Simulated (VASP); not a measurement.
# ScGa5S (F-43m) in VASP: notebook, part 2 of 2

VASP 6.6.1.

## 3. Single point, PBE

This run uses another cell than the first one, of 32.44 Å³/atom, 1.455 times its volume.

Contents of INCAR:

```
PREC = Accurate
ENCUT = 520
EDIFF = 1E-6
ISMEAR = 0
SIGMA = 0.2
LREAL = False
LASPH = True
NELM = 60
ALGO = Normal
ISIF = 2
LWAVE = False
LCHARG = True
GGA = PE
LELF = True
LVHAR = True
NBANDS = 50
```

Contents of KPOINTS:

```
Automatic mesh
0
Gamma
  4 4 4
```

Contents of POSCAR:

```
ScGa5S
1.0
    0.0000000000      4.8423400121      4.8423400121
    4.8423400121      0.0000000000      4.8423400121
    4.8423400121      4.8423400121      0.0000000000
Sc Ga S
1 5 1
Direct
    0.7500000000      0.7500000000      0.7500000000
    0.5946033797      0.5946033797      0.5946033797
    0.5946033797      0.5946033797      0.2161898609
    0.5946033797      0.2161898609      0.5946033797
    0.2161898609      0.5946033797      0.5946033797
    0.2500000000      0.2500000000      0.2500000000
    0.0000000000      0.0000000000      0.0000000000
```

Potentials or basis: VASP PAW PBE potentials, release 64 (Sc_sv, Ga_d, S).

The run is started by

```sh
> cat potpaw_PBE.64/Sc_sv/POTCAR potpaw_PBE.64/Ga_d/POTCAR potpaw_PBE.64/S/POTCAR > POTCAR
> mpirun -np 1 vasp_std > vasp.out
```

OUTCAR:

```text
PREC = Accurate
   ENCUT = 520
   EDIFF = 1E-6
   ISMEAR = 0
   LREAL = False
   LASPH = True
   NELM = 60
   ISIF = 2
   GGA = PE

 ion  position               nearest neighbor table
   1  0.750  0.750  0.750-   3 2.61   4 2.61   5 2.61   2 2.61
   2  0.595  0.595  0.595-   3 2.59   4 2.59   5 2.59   1 2.61
   3  0.595  0.595  0.216-   2 2.59   4 2.59   5 2.59   1 2.61
   4  0.595  0.216  0.595-   2 2.59   3 2.59   5 2.59   1 2.61
   5  0.216  0.595  0.595-   2 2.59   3 2.59   4 2.59   1 2.61
   6  0.250  0.250  0.250-
   7  0.000  0.000  0.000-

  LATTYP: Found a face centered cubic cell.
 ALAT       =     9.6846800242

  Lattice vectors:

 A1 = (   0.0000000000,   4.8423400121,   4.8423400121)
 A2 = (   4.8423400121,   0.0000000000,   4.8423400121)
 A3 = (   4.8423400121,   4.8423400121,   0.0000000000)

Analysis of symmetry for initial positions (statically):
=====================================================================
 Subroutine PRICEL returns:
 Original cell was already a primitive cell.

 Routine SETGRP: Setting up the symmetry group for a
 face centered cubic supercell.

 Subroutine GETGRP returns: Found 24 space group operations
 (whereof 24 operations were pure point group operations)
 out of a pool of 48 trial point group operations.

The static configuration has the point symmetry T_d .

Analysis of symmetry for dynamics (positions and initial velocities):
=====================================================================
 Subroutine PRICEL returns:
 Original cell was already a primitive cell.

 Routine SETGRP: Setting up the symmetry group for a
 face centered cubic supercell.

 Subroutine GETGRP returns: Found 24 space group operations
[... 115 lines left out ...]
     AMIX     =   0.40;   BMIX     =  1.00
     AMIX_MAG =   1.60;   BMIX_MAG =  1.00
  volume/ion in A,a.u.               =      32.44       218.92
  Fermi-wavevector in a.u.,A,eV,Ry     =   1.165773  2.202992 18.490696  1.359028
  Thomas-Fermi vector in A             =   2.302295
   LORBIT       =      0    0 simple, 1 ext, 2 COOP (PROOUT), +10 PAW based schemes
   GGA     = PE    functional components
   LHFCALC =     F    Hartree Fock is set to
   AEXX    =    0.0000 exact exchange contribution
   IVDW    =     0    specifies the selected vdW correction
   LEPSILON=     F    determine dielectric tensor
   LRPA    =     F    only Hartree local field effects (RPA)
 non-spin polarized calculation
 Gauss-broadening in eV      SIGMA  =   0.20
  energy-cutoff  :      520.00
  volume of cell :      227.09
 maximum number of plane-waves:      6183
 NGX is ok and might be reduce to    54
   NGX = 25   NGY = 25   NGZ = 25

 number of electron      82.0000001 magnetization

 Free energy of the ion-electron system (eV)
  ---------------------------------------------------
  ext. energy  EPLUGINS =         0.00000000
  ---------------------------------------------------
  free energy    TOTEN  =       -20.08420325 eV

  energy without entropy =      -19.92137841  energy(sigma->0) =      -20.00279083

 E-fermi :   1.0845     XC(G=0):  -8.1944

 val. band max:        1.0695621508   @ k =   0.5000   0.2500   0.0000
 cond. band min:       1.0982852805   @ k =   0.2500   0.0000   0.0000
 fundamental gap:      0.0287231298
 Fermi energy:         1.0845260901

 k-point     1 :       0.0000    0.0000    0.0000
  band No.  band energies     occupation
      1     -48.5610      2.00000
      2     -27.2198      2.00000
      3     -27.2198      2.00000
      4     -27.2198      2.00000
      5     -13.8734      2.00000
      6     -13.8734      2.00000
[... 413 lines left out ...]
     49       3.7435      0.00000
     50       3.9909      0.00000

------------------------ aborting loop because EDIFF is reached ----------------------------------------

  FORCE on cell =-STRESS in cart. coord.  units (eV):
  Direction    XX          YY          ZZ          XY          YZ          ZX
  --------------------------------------------------------------------------------------
  -------------------------------------------------------------------------------------
  Total       -0.1269417     -0.1269417     -0.1269417     -0.0000000      0.0000000     -0.0000000
  in kB       -0.8956106     -0.8956106     -0.8956106     -0.0000000      0.0000000     -0.0000000
  external PRESSURE =      -0.8956106 kB  Pullay stress =       0.0000000 kB

 VOLUME and BASIS-vectors are now :
 -----------------------------------------------------------------------------
  energy-cutoff  :      520.00
  volume of cell :      227.09
      direct lattice vectors                 reciprocal lattice vectors
     0.000000000  4.842340012  4.842340012    -0.103255864  0.103255864  0.103255864
     4.842340012  0.000000000  4.842340012     0.103255864 -0.103255864  0.103255864
     4.842340012  4.842340012  0.000000000     0.103255864  0.103255864 -0.103255864

 POSITION                                       TOTAL-FORCE (eV/Angst)
 -----------------------------------------------------------------------------------
      7.26351      7.26351      7.26351        -0.000000     -0.000000     -0.000000
      5.75854      5.75854      5.75854         0.037127      0.037127      0.037127
      3.92614      3.92614      5.75854        -0.037127     -0.037127      0.037127
      3.92614      5.75854      3.92614        -0.037127      0.037127     -0.037127
      5.75854      3.92614      3.92614         0.037127     -0.037127     -0.037127
      2.42117      2.42117      2.42117        -0.000000     -0.000000     -0.000000
      0.00000      0.00000      0.00000        -0.000000     -0.000000     -0.000000
 -----------------------------------------------------------------------------------
    total drift:                                0.000003      0.000003      0.000003

  FREE ENERGIE OF THE ION-ELECTRON SYSTEM (eV)
  ---------------------------------------------------
  free  energy   TOTEN  =       -20.0842032499 eV

  energy  without entropy=      -19.9213784121  energy(sigma->0) =      -20.00279083
```

It took 2.7 min on 1 thread of Intel Xeon Platinum 8559C (Emerald Rapids), shared host; peak memory 0.43 GiB.

Results:

- Free energy: -20.0842 eV
- Pressure: -0.1 GPa
- Largest force: 0.064 eV/Å
- Band gap on the k mesh: zero (band 41 reaches 1.16 eV, above the bottom of band 42 at 0.65 eV)

Forces on the atoms (eV/Å):
```
Sc   0.000  0.000  0.000
Ga   0.037  0.037  0.037
Ga  -0.037 -0.037  0.037
Ga  -0.037  0.037 -0.037
Ga   0.037 -0.037 -0.037
Ga   0.000  0.000  0.000
S    0.000  0.000  0.000
```
